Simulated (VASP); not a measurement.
# CO2 (P1) in VASP: single point with PBE

Aim: the single point of CO2 with PBE.

Everything below comes from runs of VASP 6.6.1. Logs are shortened: lines on timing, memory, paths and dates and some standing lists are left out, and cuts for length are marked.

## 1. The cell of the first run

The typed cell holds 6 atoms: a = 3.742 Å, b = 3.688 Å, c = 6.723 Å, α = 87.95°, β = 88.78°, γ = 85.53°.

## 2. Single point, PBE (atoms moved at random and the cell strained at random)

INCAR

```
SYSTEM = CO2
PREC = Accurate
ENCUT = 1340
EDIFF = 1E-6
ISMEAR = 0
SIGMA = 0.02
LREAL = .False.
LASPH = .True.
NELM = 120
ALGO = Normal
ISIF = 2
LWAVE = .False.
LCHARG = .False.
GGA = PE
NBANDS = 25
GGA_COMPAT = .False.
```

KPOINTS

```
regular mesh
0
Gamma
  6 6 4
  0 0 0
```

POSCAR

```
CO2
1.0
    2.7453046003     -2.5428793154      0.0397070138
    2.7083957346      2.5021281278      0.0657294354
    0.1317434982      0.0359001033      6.7214874064
C O
2 4
Direct
    0.0169839206     -0.0092750115     -0.0021648127
    0.4856260921      0.5388853555      0.4916170436
    0.8355034904      0.1665337558      0.9136433273
    0.2021168760      0.8435333715      0.1040638084
    0.6815106738      0.2767049145      0.3724526798
    0.2782589471      0.6836176143      0.6203879536
```

Potentials or basis: VASP PAW PBE potentials, release 64 (C_h, O_h).

On the command line:

```console
cat potpaw_PBE.64/C_h/POTCAR potpaw_PBE.64/O_h/POTCAR > POTCAR
mpirun -np 1 vasp_std > vasp.out
```

OUTCAR:

```text
SYSTEM = CO2
   PREC = Accurate
   ENCUT = 1340
   EDIFF = 1E-6
   ISMEAR = 0
   LREAL = .False.
   LASPH = .True.
   NELM = 120
   ISIF = 2
   GGA = PE

 ion  position               nearest neighbor table
   1  0.017  0.991  0.998-   3 1.06   4 1.10
   2  0.486  0.539  0.492-   6 1.26   5 1.43
   3  0.836  0.167  0.914-   1 1.06
   4  0.202  0.844  0.104-   1 1.10
   5  0.682  0.277  0.372-   2 1.43
   6  0.278  0.684  0.620-   2 1.26

  LATTYP: Found a triclinic cell.
 ALAT       =     3.7422599065
 B/A-ratio  =     1.3481718771
 C/A-ratio  =     2.3570417917
 COS(alpha) =     0.0011903499
 COS(beta)  =     0.4731150938
 COS(gamma) =     0.6847884236

  Lattice vectors:

 A1 = (  -2.7453046003,   2.5428793154,  -0.0397070138)
 A2 = (  -0.0369088657,   5.0450074432,   0.0260224216)
 A3 = (  -5.5854438331,   0.0048510843,  -6.8269238556)

Analysis of symmetry for initial positions (statically):
=====================================================================
 Subroutine PRICEL returns:
 Original cell was already a primitive cell.

 Routine SETGRP: Setting up the symmetry group for a
 triclinic supercell.

 Subroutine GETGRP returns: Found  1 space group operations
 (whereof  1 operations were pure point group operations)
 out of a pool of  2 trial point group operations.

The static configuration has the point symmetry C_1 .

Analysis of symmetry for dynamics (positions and initial velocities):
=====================================================================
 Subroutine PRICEL returns:
 Original cell was already a primitive cell.

 Routine SETGRP: Setting up the symmetry group for a
 triclinic supercell.

 Subroutine GETGRP returns: Found  1 space group operations
 (whereof  1 operations were pure point group operations)
 out of a pool of  2 trial point group operations.

The dynamic configuration has the point symmetry C_1 .

 Subroutine INISYM returns: Found  1 space group operations
 (whereof  1 operations are pure point group operations),
 and found     1 'primitive' translations

----------------------------------------------------------------------------------------

                                     Primitive cell

  volume of cell :      92.4246

  direct lattice vectors                    reciprocal lattice vectors
     2.745304600 -2.542879315  0.039707014     0.181939290 -0.196871740 -0.002514563
     2.708395735  2.502128128  0.065729435     0.184943835  0.199592994 -0.004691009
     0.131743498  0.035900103  6.721487406    -0.002883368 -0.000788805  0.148837322

  length of vectors
     3.742259907  3.687868352  6.722874246     0.268079672  0.272146267  0.148867338

  position of ions in fractional coordinates (direct lattice)
     0.016983921  0.990724988  0.997835187
     0.485626092  0.538885355  0.491617044
     0.835503490  0.166533756  0.913643327
     0.202116876  0.843533372  0.104063808
     0.681510674  0.276704915  0.372452680
     0.278258947  0.683617614  0.620387954

  ion indices of the primitive-cell ions
   primitive index   ion index
                 1           1
                 2           2
                 3           3
                 4           4
                 5           5
                 6           6

----------------------------------------------------------------------------------------

 KPOINTS: regular mesh

Automatic generation of k-mesh.
 Grid dimensions read from file:
 generate k-points for:    6    6    4

 Generating k-lattice:

  Cartesian coordinates                     Fractional coordinates (reciprocal lattice)
     0.030323215 -0.032811957 -0.000419094     0.166666667  0.000000000  0.000000000
     0.030823972  0.033265499 -0.000781835     0.000000000  0.166666667 -0.000000000
    -0.000720842 -0.000197201  0.037209330     0.000000000  0.000000000  0.250000000

  Length of vectors
     0.044679945  0.045357711  0.037216835

  Shift w.r.t. Gamma in fractional coordinates (k-lattice)
     0.000000000  0.000000000  0.000000000

 Subroutine IBZKPT returns following result:
 ===========================================

 Found     76 irreducible k-points:

 Following reciprocal coordinates:
            Coordinates               Weight
  0.000000  0.000000  0.000000      1.000000
  0.166667  0.000000  0.000000      2.000000
  0.333333  0.000000  0.000000      2.000000
  0.500000  0.000000  0.000000      1.000000
  0.000000  0.166667  0.000000      2.000000
  0.166667  0.166667  0.000000      2.000000
[... 16 lines left out ...]
  0.333333  0.000000  0.250000      2.000000
  0.500000  0.000000  0.250000      2.000000
 [... further k-points ...]
   k-points           NKPTS =     76   k-points in BZ     NKDIM =     76   number of bands    NBANDS=     25
   number of dos      NEDOS =    301   number of ions     NIONS =      6
   total plane-waves  NPLWV = 184320
   dimension x,y,z NGX =    48 NGY =   48 NGZ =   80
   dimension x,y,z NGXF=    96 NGYF=   96 NGZF=  160
   ions per type =               2   4
   NGX,Y,Z   is equivalent  to a cutoff of  21.32, 21.64, 19.78 a.u.
   NGXF,Y,Z  is equivalent  to a cutoff of  42.65, 43.28, 39.57 a.u.
 SYSTEM =  CO2
   PREC   = accura    normal or accurate (medium, high low for compatibility)
   ISTART =      0    job   : 0-new  1-cont  2-samecut
   ICHARG =      2    charge: 1-file 2-atom 10-const
   ISPIN  =      1    spin polarized calculation?
   LNONCOLLINEAR =      F non collinear calculations
   LSORBIT =      F    spin-orbit coupling
   LASPH  =      T    aspherical Exc in radial PAW
   ENCUT  = 1340.0 eV  98.49 Ry    9.92 a.u.  11.17 11.01 20.07*2*pi/ulx,y,z
   NELM   =    120;   NELMIN=  2; NELMDL= -5     # of ELM steps
   EDIFF  = 0.1E-05   stopping-criterion for ELM
   LREAL  =      F    real-space projection
   EDIFFG = 0.1E-04   stopping-criterion for IOM
   NSW    =      0    number of steps for IOM
   IBRION =     -1    ionic relax: 0-MD 1-quasi-New 2-CG
   NFREE  =      0    steps in history (QN), initial steepest desc. (CG)
   ISIF   =      2    stress and relaxation
   ISYM   =      2    0-nonsym 1-usesym 2-fastsym
   POTIM  = 0.5000    time-step for ionic-motion
   TEBEG  =    0.0;   TEEND  =   0.0 temperature during run
   PSTRESS=    0.0 pullay stress
   NELECT =      32.0000    total number of electrons
   NUPDOWN=      -1.0000    fix difference up-down
   EMIN   =  10.00;   EMAX   =-10.00  energy-range for DOS
   EFERMI =   0.00;   METHOD = LEGACY
   ISMEAR =     0;   SIGMA  =   0.02  broadening in eV -4-tet -1-fermi 0-gaus
   EFERMI_NEDOS =   21; number of points for ismear=-14 and -15
   IALGO  =     38    algorithm
   IMIX   =      4    mixing-type and parameters
     AMIX     =   0.40;   BMIX     =  1.00
     AMIX_MAG =   1.60;   BMIX_MAG =  1.00
  volume/ion in A,a.u.               =      15.40       103.95
  Fermi-wavevector in a.u.,A,eV,Ry     =   1.149553  2.172340 17.979719  1.321472
  Thomas-Fermi vector in A             =   2.286222
   LORBIT       =      0    0 simple, 1 ext, 2 COOP (PROOUT), +10 PAW based schemes
   GGA     = PE    functional components
   LHFCALC =     F    Hartree Fock is set to
   AEXX    =    0.0000 exact exchange contribution
   IVDW    =     0    specifies the selected vdW correction
   LEPSILON=     F    determine dielectric tensor
   LRPA    =     F    only Hartree local field effects (RPA)
 non-spin polarized calculation
 Gauss-broadening in eV      SIGMA  =   0.02
  energy-cutoff  :     1340.00
  volume of cell :       92.42
 maximum number of plane-waves:     10321
 NGX is ok and might be reduce to    48
   NGX = 23   NGY = 23   NGZ = 41

 number of electron      32.0000001 magnetization

 Free energy of the ion-electron system (eV)
  ---------------------------------------------------
  ext. energy  EPLUGINS =         0.00000000
  ---------------------------------------------------
  free energy    TOTEN  =       -43.11542250 eV

  energy without entropy =      -43.11542250  energy(sigma->0) =      -43.11542250

 E-fermi :  -2.8445     XC(G=0):  -7.7462

 val. band max:       -3.0175528668   @ k =   0.5000   0.5000   0.0000
 cond. band min:       0.7887692208   @ k =   0.0000   0.0000   0.0000
 fundamental gap:      3.8063220876
 Fermi energy:        -2.8444874456

 k-point     1 :       0.0000    0.0000    0.0000
  band No.  band energies     occupation
      1     -24.8984      2.00000
      2     -23.4741      2.00000
      3     -22.8620      2.00000
      4     -20.1143      2.00000
      5      -9.2840      2.00000
      6      -8.2263      2.00000
[... 17 lines left out ...]
     24       9.8716      0.00000
     25      12.1442      0.00000

 k-point     2 :       0.1667    0.0000    0.0000
  band No.  band energies     occupation
      1     -24.8841      2.00000
      2     -23.4817      2.00000
      3     -22.8499      2.00000
      4     -20.1135      2.00000
      5      -9.3406      2.00000
      6      -8.2192      2.00000
[... 17 lines left out ...]
     24       9.9881      0.00000
     25      11.5288      0.00000

 k-point     3 :       0.3333    0.0000    0.0000
  band No.  band energies     occupation
      1     -24.8549      2.00000
      2     -23.4975      2.00000
      3     -22.8253      2.00000
      4     -20.1120      2.00000
      5      -9.4431      2.00000
      6      -8.2784      2.00000
[... 17 lines left out ...]
     24       9.9785      0.00000
     25      10.4531      0.00000

 k-point     4 :       0.5000    0.0000    0.0000
  band No.  band energies     occupation
      1     -24.8399      2.00000
      2     -23.5058      2.00000
      3     -22.8129      2.00000
      4     -20.1114      2.00000
      5      -9.4905      2.00000
      6      -8.3240      2.00000
[... 17 lines left out ...]
     24       9.9865      0.00000
     25      10.3848      0.00000

 k-point     5 :       0.0000    0.1667    0.0000
  band No.  band energies     occupation
      1     -24.8866      2.00000
      2     -23.4766      2.00000
      3     -22.8483      2.00000
      4     -20.1108      2.00000
      5      -9.3511      2.00000
      6      -8.1915      2.00000
[... 17 lines left out ...]
     24       9.9698      0.00000
     25      11.3486      0.00000

 k-point     6 :       0.1667    0.1667    0.0000
  band No.  band energies     occupation
      1     -24.8738      2.00000
      2     -23.4827      2.00000
      3     -22.8378      2.00000
      4     -20.1069      2.00000
      5      -9.3600      2.00000
      6      -8.2337      2.00000
[... 17 lines left out ...]
     24      10.1639      0.00000
     25      11.7738      0.00000
[... 393 lines left out ...]
 k-point    21 :       0.0000    0.0000    0.2500
  band No.  band energies     occupation
      1     -24.8981      2.00000
      2     -23.4744      2.00000
      3     -22.8623      2.00000
      4     -20.1139      2.00000
      5      -9.3230      2.00000
      6      -8.1034      2.00000
[... 17 lines left out ...]
     24      10.6494      0.00000
     25      12.3469      0.00000

 k-point    22 :       0.1667    0.0000    0.2500
  band No.  band energies     occupation
      1     -24.8839      2.00000
      2     -23.4820      2.00000
      3     -22.8498      2.00000
      4     -20.1135      2.00000
      5      -9.3130      2.00000
      6      -8.2822      2.00000
[... 17 lines left out ...]
     24      10.8386      0.00000
     25      11.6605      0.00000

 k-point    23 :       0.3333    0.0000    0.2500
  band No.  band energies     occupation
      1     -24.8548      2.00000
      2     -23.4977      2.00000
      3     -22.8253      2.00000
      4     -20.1124      2.00000
      5      -9.3763      2.00000
      6      -8.3858      2.00000
[... 17 lines left out ...]
     24      10.0702      0.00000
     25      11.0009      0.00000

 k-point    24 :       0.5000    0.0000    0.2500
  band No.  band energies     occupation
      1     -24.8399      2.00000
      2     -23.5057      2.00000
      3     -22.8131      2.00000
      4     -20.1117      2.00000
      5      -9.4436      2.00000
      6      -8.3931      2.00000
[... 17 lines left out ...]
     24       9.5162      0.00000
     25      10.4282      0.00000

 [... further k-points ...]

------------------------ aborting loop because EDIFF is reached ----------------------------------------

  FORCE on cell =-STRESS in cart. coord.  units (eV):
  Direction    XX          YY          ZZ          XY          YZ          ZX
  --------------------------------------------------------------------------------------
  -------------------------------------------------------------------------------------
  Total        0.0597320      4.2233483      0.4131846     -2.2598442    -23.8535031      0.5742266
  in kB        1.0354530     73.2116152      7.1625423    -39.1743303   -413.4997500      9.9542002
  external PRESSURE =      27.1365368 kB  Pullay stress =       0.0000000 kB

 VOLUME and BASIS-vectors are now :
 -----------------------------------------------------------------------------
  energy-cutoff  :     1340.00
  volume of cell :       92.42
      direct lattice vectors                 reciprocal lattice vectors
     2.745304600 -2.542879315  0.039707014     0.181939290 -0.196871740 -0.002514563
     2.708395735  2.502128128  0.065729435     0.184943835  0.199592994 -0.004691009
     0.131743498  0.035900103  6.721487406    -0.002883368 -0.000788805  0.148837322

 POSITION                                       TOTAL-FORCE (eV/Angst)
 -----------------------------------------------------------------------------------
      2.86136      2.47156      6.77273         0.360936     -6.006637      4.140563
      2.85747      0.13112      3.35910        -3.262617     -3.632724     -0.524264
      2.86512     -1.67510      6.18516        -0.882548     13.367206     -9.358516
      2.85320      1.60041      0.76293         0.504706     -7.311377      5.178599
      2.66945     -1.02728      2.54868         1.874620      8.535466      5.746754
      2.69714      1.02519      4.22591         1.404904     -4.951934     -5.183136
 -----------------------------------------------------------------------------------
    total drift:                               -0.000455     -0.001187     -0.000068

  FREE ENERGIE OF THE ION-ELECTRON SYSTEM (eV)
  ---------------------------------------------------
  free  energy   TOTEN  =       -43.1154225016 eV

  energy  without entropy=      -43.1154225016  energy(sigma->0) =      -43.11542250
```

Run time: 12 min. Hardware: 1 thread of Intel Xeon Platinum 8559C (Emerald Rapids), shared host; peak memory 0.81 GiB.

What came out:

```
Free energy            : -43.1154 eV
Pressure               : 2.7 GPa
Largest force          : 16.341 eV/Å
Band gap on the k mesh : 3.81 eV (least direct gap 4.06 eV)
```

Forces on the atoms (eV/Å):
```
C    0.361 -6.007  4.141
C   -3.263 -3.633 -0.524
O   -0.883 13.367 -9.359
O    0.505 -7.311  5.179
O    1.875  8.535  5.747
O    1.405 -4.952 -5.183
```

Caveat: the cell differs from its parent crystal (atoms moved at random and the cell strained at random); the stress differs along the axes, from 0 to 7 GPa; this functional lacks dispersion, which holds the molecules together, so the pressure and a relaxed volume are unreliable; forces of over 1 eV/Å act on the atoms, so gaps and moduli don't describe the material at rest. A k mesh can miss the band edges.
